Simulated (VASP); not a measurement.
# YNbTl (P4/mmm) in VASP: notebook

YNbTl is run at these levels: PBE; tasks: single point, relaxation of cell and atoms.

Everything below comes from runs of VASP 6.6.1. Logs are shortened: lines on timing, memory, paths and dates and some standing lists are left out, and cuts for length are marked.

## 1. The cell of the first run

It takes space group P4/mmm (No. 123, tetragonal). Conventional cell: a = 3.997 Å, b = 3.997 Å, c = 6.187 Å, α = 90.00°, β = 90.00°, γ = 90.00°. Within 3.7 Å of Y (site symmetry 4/mmm) lie 4 Nb at 2.83 Å and 2 Tl at 3.09 Å. Within 3.7 Å of Nb (site symmetry 4/mmm) lie 4 Y at 2.83 Å. Within 4.1 Å of Tl (site symmetry 4/mmm) lie 2 Y at 3.09 Å and 4 Tl at 4.00 Å.

## 2. Single point, PBE

INCAR

```
SYSTEM = YNbTl
PREC     = Accurate       ! precision mode
ENCUT    = 520            ! plane-wave cutoff, eV
EDIFF    = 1E-6           ! SCF threshold, eV
ISMEAR   = 0              ! smearing method
SIGMA    = 0.1            ! smearing width, eV
LREAL    = .False.        ! projectors in reciprocal space
LASPH    = .True.         ! aspherical terms in the spheres
NELM     = 80             ! most SCF steps
ALGO     = Normal         ! electronic algorithm
ISIF     = 2              ! what is computed and relaxed
LWAVE    = .False.        ! write WAVECAR
LCHARG   = .True.         ! write CHGCAR
GGA      = PE             ! functional
LELF     = .True.         ! ELF
LVHAR    = .True.       
NBANDS   = 26             ! bands
```

KPOINTS

```
regular mesh
0
Gamma
  4 4 4
  0 0 0
```

POSCAR

```
YNbTl
1.0
    3.9966349954      0.0000000000      0.0000000000
    0.0000000000      3.9966349954      0.0000000000
    0.0000000000      0.0000000000      6.1865679573
Y Nb Tl
1 1 1
Direct
    0.5000000000      0.5000000000      0.0000000000
    0.0000000000      0.0000000000      0.0000000000
    0.5000000000      0.5000000000      0.5000000000
```

Potentials or basis: VASP PAW PBE potentials, release 64 (Y_sv, Nb_sv, Tl_d).

The run is started by

```bash
> cat potpaw_PBE.64/Y_sv/POTCAR potpaw_PBE.64/Nb_sv/POTCAR potpaw_PBE.64/Tl_d/POTCAR > POTCAR
> mpirun -np 1 vasp_std > vasp.out
```

OUTCAR:

```text
SYSTEM = YNbTl
   PREC = Accurate
   ENCUT = 520
   EDIFF = 1E-6
   ISMEAR = 0
   LREAL = .False.
   LASPH = .True.
   NELM = 80
   ISIF = 2
   GGA = PE

 ion  position               nearest neighbor table
   1  0.500  0.500  0.000-   2 2.83   2 2.83   2 2.83   2 2.83   3 3.09   3 3.09
   2  0.000  0.000  0.000-   1 2.83   1 2.83   1 2.83   1 2.83
   3  0.500  0.500  0.500-   1 3.09   1 3.09

  LATTYP: Found a simple tetragonal cell.
 ALAT       =     3.9966349954
 C/A-ratio  =     1.5479441992

  Lattice vectors:

 A1 = (   3.9966349954,   0.0000000000,   0.0000000000)
 A2 = (   0.0000000000,   3.9966349954,   0.0000000000)
 A3 = (   0.0000000000,   0.0000000000,   6.1865679573)

Analysis of symmetry for initial positions (statically):
=====================================================================
 Subroutine PRICEL returns:
 Original cell was already a primitive cell.

 Routine SETGRP: Setting up the symmetry group for a
 simple tetragonal supercell.

 Subroutine GETGRP returns: Found 16 space group operations
 (whereof 16 operations were pure point group operations)
 out of a pool of 16 trial point group operations.

The static configuration has the point symmetry D_4h.

Analysis of symmetry for dynamics (positions and initial velocities):
=====================================================================
 Subroutine PRICEL returns:
 Original cell was already a primitive cell.

 Routine SETGRP: Setting up the symmetry group for a
 simple tetragonal supercell.

 Subroutine GETGRP returns: Found 16 space group operations
 (whereof 16 operations were pure point group operations)
 out of a pool of 16 trial point group operations.

The dynamic configuration has the point symmetry D_4h.

 Subroutine INISYM returns: Found 16 space group operations
 (whereof 16 operations are pure point group operations),
 and found     1 'primitive' translations

----------------------------------------------------------------------------------------

                                     Primitive cell

  volume of cell :      98.8186

  direct lattice vectors                    reciprocal lattice vectors
     3.996634995  0.000000000  0.000000000     0.250210490  0.000000000  0.000000000
     0.000000000  3.996634995  0.000000000     0.000000000  0.250210490  0.000000000
     0.000000000  0.000000000  6.186567957     0.000000000  0.000000000  0.161640510

  length of vectors
     3.996634995  3.996634995  6.186567957     0.250210490  0.250210490  0.161640510

  position of ions in fractional coordinates (direct lattice)
     0.500000000  0.500000000  0.000000000
     0.000000000  0.000000000  0.000000000
     0.500000000  0.500000000  0.500000000

  ion indices of the primitive-cell ions
   primitive index   ion index
                 1           1
                 2           2
                 3           3

----------------------------------------------------------------------------------------

 KPOINTS: regular mesh

Automatic generation of k-mesh.
 Grid dimensions read from file:
 generate k-points for:    4    4    4

 Generating k-lattice:

  Cartesian coordinates                     Fractional coordinates (reciprocal lattice)
     0.062552622  0.000000000  0.000000000     0.250000000  0.000000000  0.000000000
     0.000000000  0.062552622  0.000000000     0.000000000  0.250000000  0.000000000
     0.000000000  0.000000000  0.040410128     0.000000000  0.000000000  0.250000000

  Length of vectors
     0.062552622  0.062552622  0.040410128

  Shift w.r.t. Gamma in fractional coordinates (k-lattice)
     0.000000000  0.000000000  0.000000000

 Subroutine IBZKPT returns following result:
 ===========================================

 Found     18 irreducible k-points:

 Following reciprocal coordinates:
            Coordinates               Weight
  0.000000  0.000000  0.000000      1.000000
  0.250000  0.000000  0.000000      4.000000
  0.500000  0.000000  0.000000      2.000000
  0.250000  0.250000  0.000000      4.000000
  0.500000  0.250000  0.000000      4.000000
  0.500000  0.500000  0.000000      1.000000
[... 10 lines left out ...]
  0.500000  0.250000  0.500000      4.000000
  0.500000  0.500000  0.500000      1.000000
   k-points           NKPTS =     18   k-points in BZ     NKDIM =     18   number of bands    NBANDS=     26
   number of dos      NEDOS =    301   number of ions     NIONS =      3
   total plane-waves  NPLWV =  43200
   dimension x,y,z NGX =    30 NGY =   30 NGZ =   48
   dimension x,y,z NGXF=    60 NGYF=   60 NGZF=   96
   ions per type =               1   1   1
   NGX,Y,Z   is equivalent  to a cutoff of  12.48, 12.48, 12.90 a.u.
   NGXF,Y,Z  is equivalent  to a cutoff of  24.96, 24.96, 25.80 a.u.
 SYSTEM =  YNbTl
   PREC   = accura    normal or accurate (medium, high low for compatibility)
   ISTART =      0    job   : 0-new  1-cont  2-samecut
   ICHARG =      2    charge: 1-file 2-atom 10-const
   ISPIN  =      1    spin polarized calculation?
   LNONCOLLINEAR =      F non collinear calculations
   LSORBIT =      F    spin-orbit coupling
   LASPH  =      T    aspherical Exc in radial PAW
   ENCUT  =  520.0 eV  38.22 Ry    6.18 a.u.   7.43  7.43 11.50*2*pi/ulx,y,z
   NELM   =     80;   NELMIN=  2; NELMDL= -5     # of ELM steps
   EDIFF  = 0.1E-05   stopping-criterion for ELM
   LREAL  =      F    real-space projection
   EDIFFG = 0.1E-04   stopping-criterion for IOM
   NSW    =      0    number of steps for IOM
   IBRION =     -1    ionic relax: 0-MD 1-quasi-New 2-CG
   NFREE  =      0    steps in history (QN), initial steepest desc. (CG)
   ISIF   =      2    stress and relaxation
   ISYM   =      2    0-nonsym 1-usesym 2-fastsym
   POTIM  = 0.5000    time-step for ionic-motion
   TEBEG  =    0.0;   TEEND  =   0.0 temperature during run
   PSTRESS=    0.0 pullay stress
   NELECT =      37.0000    total number of electrons
   NUPDOWN=      -1.0000    fix difference up-down
   EMIN   =  10.00;   EMAX   =-10.00  energy-range for DOS
   EFERMI =   0.00;   METHOD = LEGACY
   ISMEAR =     0;   SIGMA  =   0.10  broadening in eV -4-tet -1-fermi 0-gaus
   EFERMI_NEDOS =   21; number of points for ismear=-14 and -15
   IALGO  =     38    algorithm
   IMIX   =      4    mixing-type and parameters
     AMIX     =   0.40;   BMIX     =  1.00
     AMIX_MAG =   1.60;   BMIX_MAG =  1.00
  volume/ion in A,a.u.               =      32.94       222.29
  Fermi-wavevector in a.u.,A,eV,Ry     =   1.179947  2.229776 18.943049  1.392275
  Thomas-Fermi vector in A             =   2.316248
   LORBIT       =      0    0 simple, 1 ext, 2 COOP (PROOUT), +10 PAW based schemes
   GGA     = PE    functional components
   LHFCALC =     F    Hartree Fock is set to
   AEXX    =    0.0000 exact exchange contribution
   IVDW    =     0    specifies the selected vdW correction
   LEPSILON=     F    determine dielectric tensor
   LRPA    =     F    only Hartree local field effects (RPA)
 non-spin polarized calculation
 Gauss-broadening in eV      SIGMA  =   0.10
  energy-cutoff  :      520.00
  volume of cell :       98.82
 maximum number of plane-waves:      2704
 NGX is ok and might be reduce to    30
   NGX = 15   NGY = 15   NGZ = 23

 number of electron      37.0000005 magnetization

 Free energy of the ion-electron system (eV)
  ---------------------------------------------------
  ext. energy  EPLUGINS =         0.00000000
  ---------------------------------------------------
  free energy    TOTEN  =       -15.08715163 eV

  energy without entropy =      -15.06354162  energy(sigma->0) =      -15.07534662

 E-fermi :   3.9985     XC(G=0):  -9.2527

 val. band max:        3.9977051518   @ k =   0.0000   0.0000   0.2500
 cond. band min:       4.0056244528   @ k =   0.2500   0.0000   0.0000
 fundamental gap:      0.0079193010
 Fermi energy:         3.9984868779

 k-point     1 :       0.0000    0.0000    0.0000
  band No.  band energies     occupation
      1     -50.8789      2.00000
      2     -37.6268      2.00000
      3     -27.1114      2.00000
      4     -26.9236      2.00000
      5     -26.9236      2.00000
      6     -17.7799      2.00000
[... 18 lines left out ...]
     25       8.7633      0.00000
     26       8.7633      0.00000

 k-point     2 :       0.2500    0.0000    0.0000
  band No.  band energies     occupation
      1     -50.8777      2.00000
      2     -37.6297      2.00000
      3     -27.1094      2.00000
      4     -26.9177      2.00000
      5     -26.9130      2.00000
      6     -17.7782      2.00000
[... 18 lines left out ...]
     25       8.1105      0.00000
     26       8.6426      0.00000

 k-point     3 :       0.5000    0.0000    0.0000
  band No.  band energies     occupation
      1     -50.8766      2.00000
      2     -37.6326      2.00000
      3     -27.1074      2.00000
      4     -26.9117      2.00000
      5     -26.9024      2.00000
      6     -17.8396      2.00000
[... 18 lines left out ...]
     25       7.2333      0.00000
     26       7.3756      0.00000

 k-point     4 :       0.2500    0.2500    0.0000
  band No.  band energies     occupation
      1     -50.8767      2.00000
      2     -37.6280      2.00000
      3     -27.1077      2.00000
      4     -26.9464      2.00000
      5     -26.9074      2.00000
      6     -17.7834      2.00000
[... 18 lines left out ...]
     25       7.3653      0.00000
     26       8.5351      0.00000
[... 322 lines left out ...]
      1     -50.8767      2.00000
      2     -37.6278      2.00000
      3     -27.1077      2.00000
      4     -26.9464      2.00000
      5     -26.9074      2.00000
      6     -17.7902      2.00000
[... 18 lines left out ...]
     25       8.1256      0.00000
     26       8.1329      0.00000

 k-point    17 :       0.5000    0.2500    0.5000
  band No.  band energies     occupation
      1     -50.8757      2.00000
      2     -37.6262      2.00000
      3     -27.1060      2.00000
      4     -26.9407      2.00000
      5     -26.9362      2.00000
      6     -17.7856      2.00000
[... 18 lines left out ...]
     25       7.4169      0.00000
     26       8.0829      0.00000

 k-point    18 :       0.5000    0.5000    0.5000
  band No.  band energies     occupation
      1     -50.8748      2.00000
      2     -37.6199      2.00000
      3     -27.1045      2.00000
      4     -26.9696      2.00000
      5     -26.9696      2.00000
      6     -17.7783      2.00000
[... 18 lines left out ...]
     25       6.3950      0.00000
     26       7.2725      0.00000

------------------------ aborting loop because EDIFF is reached ----------------------------------------

  FORCE on cell =-STRESS in cart. coord.  units (eV):
  Direction    XX          YY          ZZ          XY          YZ          ZX
  --------------------------------------------------------------------------------------
  -------------------------------------------------------------------------------------
  Total       -0.0898139     -0.0898139      0.1144794      0.0000000      0.0000000      0.0000000
  in kB       -1.4561808     -1.4561808      1.8560910      0.0000000      0.0000000      0.0000000
  external PRESSURE =      -0.3520902 kB  Pullay stress =       0.0000000 kB

 VOLUME and BASIS-vectors are now :
 -----------------------------------------------------------------------------
  energy-cutoff  :      520.00
  volume of cell :       98.82
      direct lattice vectors                 reciprocal lattice vectors
     3.996634995  0.000000000  0.000000000     0.250210490  0.000000000  0.000000000
     0.000000000  3.996634995  0.000000000     0.000000000  0.250210490  0.000000000
     0.000000000  0.000000000  6.186567957     0.000000000  0.000000000  0.161640510

 POSITION                                       TOTAL-FORCE (eV/Angst)
 -----------------------------------------------------------------------------------
      1.99832      1.99832      0.00000         0.000000      0.000000      0.000000
      0.00000      0.00000      0.00000         0.000000      0.000000      0.000000
      1.99832      1.99832      3.09328         0.000000      0.000000      0.000000
 -----------------------------------------------------------------------------------
    total drift:                                0.000000      0.000000      0.000000

  FREE ENERGIE OF THE ION-ELECTRON SYSTEM (eV)
  ---------------------------------------------------
  free  energy   TOTEN  =       -15.0871516287 eV

  energy  without entropy=      -15.0635416159  energy(sigma->0) =      -15.07534662
```

Wall time 77 s (1 thread of Intel Xeon Platinum 8488C (Sapphire Rapids), shared host); peak memory 0.24 GiB.

What came out:

```yaml
Free_energy: -15.0872 eV
Pressure: 0.0 GPa
```

Caveat: the k points lie up to 0.39 Å⁻¹ apart; spin-orbit coupling is left out, which moves the levels of the heavy elements.

## 3. Relaxation of cell and atoms, PBE

This run uses another cell than the first one, of 28.94 Å³/atom, 0.879 times its volume.

INCAR

```
PREC     = Accurate       # precision mode
ENCUT    = 600            # plane-wave cutoff, eV
EDIFF    = 1E-6           # SCF threshold, eV
ISMEAR   = 0              # smearing method
SIGMA    = 0.1            # smearing width, eV
LREAL    = F              # projectors in reciprocal space
LASPH    = T              # aspherical terms in the spheres
NELM     = 100            # most SCF steps
ALGO     = Normal         # electronic algorithm
ISIF     = 3              # what is computed and relaxed
LWAVE    = F              # write WAVECAR
LCHARG   = F              # write CHGCAR
GGA      = PE             # functional
IBRION   = 2              # ionic algorithm
NSW      = 90             # ionic steps
EDIFFG   = -0.04          # ionic threshold
```

KPOINTS

```
Automatic mesh
0
Gamma
  4 4 4
```

POSCAR

```
YNbTl
1.0
    4.0445035500      0.0000000000      0.0000000000
    0.0000000000      4.0445035500      0.0000000000
    0.0000000000      0.0000000000      5.3072504300
Y Nb Tl
1 1 1
Direct
    0.5000000000      0.5000000000      0.0000000000
    0.0000000000      0.0000000000      0.0000000000
    0.5000000000      0.5000000000      0.5000000000
```

Potentials or basis: VASP PAW PBE potentials, release 64 (Y_sv, Nb_sv, Tl_d).

The run is started by

```bash
> cat potpaw_PBE.64/Y_sv/POTCAR potpaw_PBE.64/Nb_sv/POTCAR potpaw_PBE.64/Tl_d/POTCAR > POTCAR
> mpirun -np 1 vasp_std > vasp.out
```

Wall time 3.1 min (1 thread of Intel Xeon Platinum 8488C (Sapphire Rapids), shared host); peak memory 0.25 GiB.

Results (log left out):

| Property | Result |
| --- | --- |
| Free energy | -15.0837 eV |
| Relaxed volume | 32.98 Å³/atom |
| Relaxed cell | a = 3.991 Å, b = 3.991 Å, c = 6.211 Å, α = 90.00°, β = 90.00°, γ = 90.00° |
| Space group after relaxing (to 0.05 Å) | P4/mmm (No. 123) |
| Energy gained by relaxing | 300.1 meV/atom |
| Ionic steps | 4 |
| Pressure after relaxing | 0.0 GPa |

Stress tensor (GPa, compression positive):
```
 0.05  0.00  0.00
 0.00  0.05  0.00
 0.00  0.00 -0.13
```

The path:
```tsv
step	energy change (eV)	largest force (eV/Å)	pressure (GPa)	volume (Å³)
1	0.0000	0.0000	7.08	86.82
2	-0.8613	0.0000	-0.50	102.27
3	-0.8991	0.0000	0.16	98.19
4	-0.9004	0.0000	-0.01	98.94
```

Final structure:
```xyz
3
Lattice="3.9911 0.0000 0.0000 0.0000 3.9911 0.0000 0.0000 0.0000 6.2113" Properties=species:S:1:pos:R:3 pbc="T T T"
Y     1.9956    1.9956    0.0000
Nb    0.0000    0.0000    0.0000
Tl    1.9956    1.9956    3.1057
```

Levels at points of the mesh, in eV from the Fermi level:
| k point | band 15 | band 16 | band 17 | band 18 | band 19 | band 20 | band 21 | band 22 |
| --- | --- | --- | --- | --- | --- | --- | --- | --- |
| (0.00, 0.00, 0.00) | -2.84 | -2.60 | -1.45 | -0.60 | 0.11 | 0.11 | 0.76 | 4.01 |
| (0.50, 0.00, 0.00) | -1.96 | -0.84 | -0.24 | -0.04 | 0.63 | 0.77 | 0.78 | 1.57 |
| (0.50, 0.50, 0.00) | -1.22 | -1.22 | -0.91 | -0.77 | 0.08 | 0.08 | 0.43 | 1.64 |
| (0.00, 0.00, 0.50) | -3.74 | -2.60 | -1.45 | -1.18 | -0.10 | -0.10 | 2.19 | 3.46 |
| (0.50, 0.00, 0.50) | -1.52 | -1.36 | -0.95 | 0.16 | 0.49 | 0.76 | 0.81 | 0.84 |
| (0.50, 0.50, 0.50) | -1.83 | -1.83 | -1.11 | -0.76 | 0.35 | 0.75 | 1.64 | 1.96 |

Caveat: the k points lie up to 0.39 Å⁻¹ apart in the final cell; spin-orbit coupling is left out, which moves the levels of the heavy elements.

## 4. Single point, PBE

This run uses another cell than the first one, of 32.84 Å³/atom, 0.997 times its volume.

INCAR

```
PREC     = Accurate       # precision mode
ENCUT    = 520            # plane-wave cutoff, eV
EDIFF    = 1E-7           # SCF threshold, eV
ISMEAR   = 0              # smearing method
SIGMA    = 0.1            # smearing width, eV
LREAL    = False          # projectors in reciprocal space
LASPH    = True           # aspherical terms in the spheres
NELM     = 60             # most SCF steps
ALGO     = Fast           # electronic algorithm
ISIF     = 2              # what is computed and relaxed
LWAVE    = False          # write WAVECAR
LCHARG   = False          # write CHGCAR
GGA      = PE             # functional
NBANDS   = 26             # bands
```

KPOINTS

```
Automatic mesh
0
Gamma
  12 12 8
```

POSCAR

```
YNbTl
1.0
    3.9800250326      0.0000000000      0.0000000000
    0.0000000000      3.9800250326      0.0000000000
    0.0000000000      0.0000000000      6.2187357217
Y Nb Tl
1 1 1
Direct
    0.5000000000      0.5000000000      0.0000000000
    0.0000000000      0.0000000000      0.0000000000
    0.5000000000      0.5000000000      0.5000000000
```

The run is started by

```bash
> cat potpaw_PBE.64/Y_sv/POTCAR potpaw_PBE.64/Nb_sv/POTCAR potpaw_PBE.64/Tl_d/POTCAR > POTCAR
> mpirun -np 1 vasp_std > vasp.out
```

Run time: 20 min. Hardware: 1 thread of Intel Xeon Platinum 8488C (Sapphire Rapids), shared host; peak memory 0.55 GiB.

It converged, with:

* Free energy: -15.0437 eV
* Pressure: 0.0 GPa

Levels at points of the mesh, in eV from the Fermi level:
| k point | band 15 | band 16 | band 17 | band 18 | band 19 | band 20 | band 21 | band 22 |
| --- | --- | --- | --- | --- | --- | --- | --- | --- |
| (0.00, 0.00, 0.00) | -2.80 | -2.60 | -1.43 | -0.59 | 0.14 | 0.14 | 0.80 | 4.07 |
| (0.50, 0.00, 0.00) | -1.93 | -0.81 | -0.21 | 0.00 | 0.65 | 0.81 | 0.84 | 1.62 |
| (0.50, 0.50, 0.00) | -1.21 | -1.21 | -0.87 | -0.73 | 0.11 | 0.11 | 0.47 | 1.70 |
| (0.00, 0.00, 0.50) | -3.71 | -2.60 | -1.44 | -1.16 | -0.06 | -0.06 | 2.25 | 3.50 |
| (0.50, 0.00, 0.50) | -1.51 | -1.33 | -0.91 | 0.19 | 0.52 | 0.80 | 0.87 | 0.87 |
| (0.50, 0.50, 0.50) | -1.82 | -1.82 | -1.07 | -0.72 | 0.38 | 0.79 | 1.70 | 1.98 |

Caveat: spin-orbit coupling is left out, which moves the levels of the heavy elements.

## 5. Summary

```tsv
task	cell	k mesh	cutoff (eV)	gap on the mesh (eV)	pressure (GPa)
single point	a = 3.997, b = 3.997, c = 6.187 Å, 3 atoms	4 × 4 × 4	520	none	0.0
relaxation of cell and atoms	relaxed from a = 4.045, b = 4.045, c = 5.307 Å, 3 atoms	4 × 4 × 4	600	none	0.0
single point	a = 3.980, b = 3.980, c = 6.219 Å, 3 atoms	12 × 12 × 8	520	none	0.0
```

Alike in all rows: level PBE; potentials or basis VASP PAW PBE potentials, release 64 (Y_sv, Nb_sv, Tl_d); no spin polarisation; smearing gaussian 0.1 eV.

Caveats: some runs use coarse meshes; spin-orbit coupling is left out, which moves the levels of the heavy elements.

Absolute energies hang on the potentials; compare differences alone.
